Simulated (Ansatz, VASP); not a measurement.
## AgCl in VASP and in Ansatz

```
Ag Cl
1.0
     0.00000    2.77266    2.77266
     2.77266    0.00000    2.77266
     2.77266    2.77266    0.00000
Ag Cl
1 1
Direct
  0.00000 0.00000 0.00000
  0.50000 0.50000 0.50000
```

Alike in both runs: task single point; functional PBE; k mesh 4 × 4 × 4; no spin polarisation.

```csv
,VASP,Ansatz
version,VASP 6.6.1,Ansatz 0.2.0
potentials or method,"VASP PAW PBE potentials, release 64 (Ag, Cl), cutoff 500 eV","scalar-relativistic, plane waves, PAW"
occupations,"methfessel-paxton of order 1, width 0.1 eV",methfessel-paxton of order 1
valence electrons in the cell,18,26
```

VASP gave:

- gap on the k mesh at the Fermi level (eV): 0.90
- least direct gap on the mesh (eV): 3.23
- pressure (GPa): 1.7

Q: Estimate Ansatz's values.

A: gap on the k mesh at the Fermi level (eV): 0.91; least direct gap on the mesh (eV): 3.22; pressure (GPa): 1.8.

VASP's potentials hold 18 valence electrons a cell and Ansatz's 26, so a difference there can come from the potentials and not from the codes. Ansatz's warnings: stress scf threshold loose.

The k mesh is coarse, so the values compare programs but aren't converged.
